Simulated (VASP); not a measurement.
Input of a VASP 6.6.1 run:

File INCAR:

```
ALGO = Normal ; EDIFF = 1E-6
ENCUT = 520 ; GGA = PE
ISIF = 2 ; ISMEAR = 0
LASPH = T ; LCHARG = F
LREAL = F ; LWAVE = F
NBANDS = 16 ; NELM = 80
PREC = Accurate ; SIGMA = 0.02
```

KPOINTS

```
k-points
0
Gamma
  9 9 6
```

Contents of POSCAR:

```
C
1.0
    2.5116019573      0.0000000000      0.0000000000
   -1.2558009787      2.1751110992      0.0000000000
    0.0000000000      0.0000000000      4.1803056319
C
4
Direct
    0.3333333333      0.6666666667     -0.0002709413
    0.6666666667      0.3333333333      0.4997290587
    0.3333333333      0.6666666667      0.3742709413
    0.6666666667      0.3333333333      0.8742709413
```

Potentials or basis: VASP PAW PBE potentials, release 64 (C).

Command:

```console
$ cat potpaw_PBE.64/C/POTCAR > POTCAR
$ mpirun -np 1 vasp_std > vasp.out
```

Task: Estimate the band gap on the k mesh.

Result: 3.34 eV, indirect (least direct gap 4.96 eV).

Task: Estimate the pressure.

Result: 0.6 GPa.

Stress tensor (GPa, compression positive):
```
0.67 0.00 0.00
0.00 0.67 0.00
0.00 0.00 0.57
```

A k mesh can miss the band edges. A hybrid or GW would open this gap; PBE tends to underestimate it.
